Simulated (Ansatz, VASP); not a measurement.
**One calculation of Mg3ZnS4, two programs**

Contents of INCAR:

```
  PREC = Accurate
  ENCUT = 520
  EDIFF = 1E-7
  ISMEAR = 0
  SIGMA = 0.1
  LREAL = F
  LASPH = T
  NELM = 80
  ALGO = Normal
  ISIF = 2
  LWAVE = F
  LCHARG = F
  GGA = PE
  NBANDS = 31
```

KPOINTS

```
Automatic mesh
0
Gamma
  6 6 2
```

POSCAR

```
Mg3ZnS4
1.0
    3.6773859000      0.0000000000      0.0000000000
    0.0000000000      3.6773859000      0.0000000000
    0.0000000000      0.0000000000     10.3971707000
Mg Zn S
3 1 4
Direct
    0.0000000000      0.0000000000      0.7527100000
    0.0000000000      0.0000000000      0.2472900000
    0.5000000000      0.5000000000      0.5000000000
    0.5000000000      0.5000000000      0.0000000000
    0.0000000000      0.0000000000      0.0000000000
    0.5000000000      0.5000000000      0.2463500000
    0.0000000000      0.0000000000      0.5000000000
    0.5000000000      0.5000000000      0.7536500000
```

Input for Ansatz:

```yaml
crystal:
  lattice:
    - [3.6773859, 0.0, 0.0]
    - [0.0, 3.6773859, 0.0]
    - [0.0, 0.0, 10.3971707]
  atoms:
    - { symbol: Mg, position: [0.0, 0.0, 0.75271] }
    - { symbol: Mg, position: [0.0, 0.0, 0.24729] }
    - { symbol: Mg, position: [0.5, 0.5, 0.5] }
    - { symbol: Zn, position: [0.5, 0.5, 0.0] }
    - { symbol: S, position: [0.0, 0.0, 0.0] }
    - { symbol: S, position: [0.5, 0.5, 0.24635] }
    - { symbol: S, position: [0.0, 0.0, 0.5] }
    - { symbol: S, position: [0.5, 0.5, 0.75365] }
basis:
  ecutwfc: 420
kpoints:
  mp_grid: { grid: [6, 6, 2] }
hamiltonian:
  xc: pbe
scf:
  occupations: { method: gaussian, width: 0.1 }
  lower_state_search: "off"
output:
  forces: true
  stress: true
  eigenvalues: true
```

Alike in both runs: task single point; functional PBE; k mesh 6 × 6 × 2; occupations gaussian, width 0.1 eV; no spin polarisation.

```csv
,VASP,Ansatz
version,VASP 6.6.1,Ansatz 0.2.0
potentials or method,"VASP PAW PBE potentials, release 64 (Mg, Zn, S), cutoff 520 eV","scalar-relativistic, plane waves, PAW"
valence electrons in the cell,42,66
```

|  | VASP | Ansatz | Ansatz less VASP |
| --- | --- | --- | --- |
| gap on the k mesh at the Fermi level (eV) | 1.02 | 1.03 | +0.008 |
| least direct gap on the mesh (eV) | 1.60 | 1.61 | +0.009 |
| pressure (GPa) | -0.2 | 0.0 | +0.20 |
| rms of the force components (eV/Å) | 0.005 | 0.001 | -0.0046 |

Atom by atom the forces differ by 0.005 eV/Å (rms over components). The functional is the same, so the differences come from potentials, cutoffs and numerics. VASP's potentials hold 42 valence electrons a cell and Ansatz's 66, so a difference there can come from the potentials and not from the codes.
